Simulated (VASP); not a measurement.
Input of a VASP 6.6.1 run:

The input INCAR:

```
SYSTEM = NaHF2
PREC = Accurate ; ENCUT = 600
EDIFF = 1E-7 ; ISMEAR = 0
SIGMA = 0.01 ; LREAL = .False.
LASPH = .True. ; NELM = 60
ALGO = Normal ; ISIF = 3
LWAVE = .False. ; LCHARG = .False.
GGA = CA ; IBRION = 2
NSW = 80 ; EDIFFG = -0.01
```

KPOINTS

```
regular mesh
0
Gamma
  8 8 8
  0 0 0
```

The input POSCAR:

```
NaHF2
1.0
    1.7370000000      1.0028600000      4.5833300000
   -1.7370000000      1.0028600000      4.5833300000
    0.0000000000     -2.0057100000      4.5833300000
Na H F
1 1 2
Direct
    0.0000000000      0.0000000000      0.0000000000
    0.5000000000      0.5000000000      0.5000000000
    0.4176000000      0.4176000000      0.4176000000
    0.5824000000      0.5824000000      0.5824000000
```

Potentials or basis: VASP PAW LDA potentials, release 64 (Na_pv, H, F).

Launch:

```console
$ cat potpaw_LDA.64/Na_pv/POTCAR potpaw_LDA.64/H/POTCAR potpaw_LDA.64/F/POTCAR > POTCAR
$ mpirun -np 1 vasp_std > vasp.out
```

Q: Estimate the band gap on the k mesh.

A: 6.90 eV, indirect (least direct gap 7.12 eV).

Q: Predict the relaxed cell.

A: a = 4.929 Å, b = 4.929 Å, c = 4.929 Å, α = 39.41°, β = 39.41°, γ = 39.41°.

Step by step:
| step | energy change (eV) | largest force (eV/Å) | pressure (GPa) | volume (Å³) |
| --- | --- | --- | --- | --- |
| 1 | 0.0000 | 0.4526 | -2.46 | 47.90 |
| 2 | -0.0282 | 0.1501 | -2.80 | 46.64 |
| 3 | -0.0309 | 0.3755 | -2.89 | 46.15 |
| 4 | -0.0484 | 0.2146 | -1.42 | 44.80 |
| 5 | -0.0529 | 0.0883 | -0.14 | 43.80 |
| 6 | -0.0529 | 0.0795 | -0.04 | 43.73 |
| 7 | -0.0532 | 0.0305 | -0.04 | 43.77 |
| 8 | -0.0534 | 0.0271 | -0.02 | 43.83 |
| 9 | -0.0537 | 0.0126 | -0.11 | 43.85 |
| 10 | -0.0541 | 0.0197 | -0.29 | 43.92 |
| 11 | -0.0538 | 0.0823 | -0.70 | 44.04 |
| 12 | -0.0542 | 0.0383 | -0.44 | 43.95 |
| 13 | -0.0544 | 0.0133 | -0.36 | 43.90 |
| 14 | -0.0547 | 0.0473 | -0.21 | 43.76 |
| 15 | -0.0549 | 0.0135 | -0.19 | 43.66 |
| 16 | -0.0549 | 0.0161 | -0.17 | 43.57 |
| 17 | -0.0550 | 0.0091 | -0.01 | 43.45 |

A k mesh can miss the band edges. LDA usually gives volumes a few per cent too small.
